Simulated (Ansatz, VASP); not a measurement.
Two plane-wave programs on SrCaTe2

File INCAR:

```
ALGO = Normal
EDIFF = 1E-7
ENCUT = 520
GGA = PE
ISIF = 2
ISMEAR = 0
LASPH = True
LCHARG = False
LREAL = False
LWAVE = False
NBANDS = 24
NELM = 80
PREC = Accurate
SIGMA = 0.01
```

The input KPOINTS:

```
k-points
0
Gamma
  6 6 6
```

POSCAR

```
SrCaTe2
1.0
    2.2945630189      1.3247665766      7.4943863579
   -2.2945630189      1.3247665766      7.4943863579
    0.0000000000     -2.6495331532      7.4943863579
Ca Sr Te
1 1 2
Direct
    1.0000000000      0.0000000000      0.0000000000
    0.5000000000      0.5000000000      0.5000000000
    0.2542939536      0.2542939536      0.2542939536
    0.7457060464      0.7457060464      0.7457060464
```

Input for Ansatz:

```yaml
crystal:
  lattice:
    - [2.2945630189, 1.3247665766, 7.4943863579]
    - [-2.2945630189, 1.3247665766, 7.4943863579]
    - [0.0, -2.6495331532, 7.4943863579]
  atoms:
    - { symbol: Ca, position: [1.0, 0.0, 0.0] }
    - { symbol: Sr, position: [0.5, 0.5, 0.5] }
    - { symbol: Te, position: [0.2542939536, 0.2542939536, 0.2542939536] }
    - { symbol: Te, position: [0.7457060464, 0.7457060464, 0.7457060464] }
kpoints:
  mp_grid: { grid: [6, 6, 6] }
hamiltonian:
  xc: pbe
scf:
  occupations: { method: fixed }
  n_extra_bands: 5
output:
  forces: true
  stress: true
  eigenvalues: true
```

Alike in both runs: task single point; functional PBE; k mesh 6 × 6 × 6; no spin polarisation.

|  | VASP | Ansatz |
| --- | --- | --- |
| version | VASP 6.6.1 | Ansatz 0.2.0 |
| potentials or method | VASP PAW PBE potentials, release 64 (Ca_sv, Sr_sv, Te) | plane waves, PAW |
| plane-wave cutoff (eV) | 520 | 420 |
| occupations | gaussian, width 0.01 eV | fixed |
| valence electrons in the cell | 32 | 52 |

Ansatz gave:

```
gap on the k mesh at the Fermi level (eV) : 1.57
pressure (GPa)                            : 1.1
rms of the force components (eV/Å)        : 0.003
```

Task: What did VASP give for the same quantities?

Result: gap on the k mesh at the Fermi level (eV): 1.56; pressure (GPa): 1.2; rms of the force components (eV/Å): 0.004.

Atom by atom the forces differ by 0.001 eV/Å (rms over components). VASP's potentials hold 32 valence electrons a cell and Ansatz's 52, so a difference there can come from the potentials and not from the codes.

Spin-orbit coupling is off throughout.
